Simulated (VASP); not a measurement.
# InAs: single point with PBE

The system is InAs.

```
In As
1.0
     4.79348    0.00000    0.00000
    -2.39674    4.15128    0.00000
     0.00000    0.00000    2.94920
In As
1 1
Cartesian
  0.0000 0.0000 0.0000
  2.3968 1.3837 0.0000
```

```json
{"Program": "VASP 6.6.1", "Task": "single point", "Functional": "PBE", "Potentials or basis": "VASP PAW PBE potentials, release 64 (In_d, As)", "Cutoff": "500 eV", "k mesh": "7 × 7 × 9", "Occupations": "fermi-dirac, width 0.05 eV", "Spin": "no spin polarisation"}
```

```json
{
  "Pressure": "0.2 GPa",
  "Band gap on the k mesh": "zero (band 9 reaches 5.43 eV, above the bottom of band 10 at 3.25 eV)"
}
```

Stress tensor (GPa, compression positive):
```
-0.07  0.00  0.00
 0.00 -0.07  0.00
 0.00  0.00  0.68
```

Levels at points of the mesh, in eV from the Fermi level:
```
           k point  band 5  band 6  band 7  band 8  band 9  band 10  band 11  band 12  band 13  band 14
(0.00, 0.00, 0.00)  -14.24  -12.02   -4.06   -2.33   -2.33     2.17     2.17     3.97     5.41     9.45
```

Wall time 24 s on 1 thread of Intel(R) Xeon(R) Platinum 8559C (Emerald Rapids), with other jobs on the host, peak memory 0.22 GiB.

Caveat: spin-orbit coupling is left out, which moves the levels of the heavy elements.
